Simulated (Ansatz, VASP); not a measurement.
Two plane-wave programs on MgS

```
Mg S
1.0
     0.00000    2.60165    2.60165
     2.60165    0.00000    2.60165
     2.60165    2.60165    0.00000
Mg S
1 1
Direct
  0.00000 0.00000 0.02378
  0.50000 0.50000 0.50000
```

Change from the starting cell: all Mg atoms moved +0.087 Å, as atom 1 along Cartesian [1 1 0].

Alike in both runs: task single point; functional PBEsol; k mesh 8 × 8 × 8; occupations gaussian, width 0.05 eV; no spin polarisation.

|  | VASP | Ansatz |
| --- | --- | --- |
| version | VASP 6.6.1 | Ansatz 0.2.0 |
| potentials or method | VASP PAW PBE potentials, release 64 (Mg, S), cutoff 520 eV | scalar-relativistic, plane waves, PAW |
| valence electrons in the cell | 8 | 16 |

|  | VASP | Ansatz | Ansatz less VASP |
| --- | --- | --- | --- |
| gap on the k mesh at the Fermi level (eV) | 2.71 | 2.70 | -0.002 |
| least direct gap on the mesh (eV) | 3.59 | 3.59 | +0.001 |
| pressure (GPa) | -0.9 | -0.7 | +0.21 |
| traceless stress, the component that is largest in VASP (GPa) | -0.31 | -0.31 | 0.000 |
| rms of the force components (eV/Å) | 0.143 | 0.143 | -0.0002 |

VASP's potentials were made for PBE, not for PBEsol. Atom by atom the forces differ by 0.000 eV/Å (rms over components). VASP's potentials hold 8 valence electrons a cell and Ansatz's 16, so a difference there can come from the potentials and not from the codes.
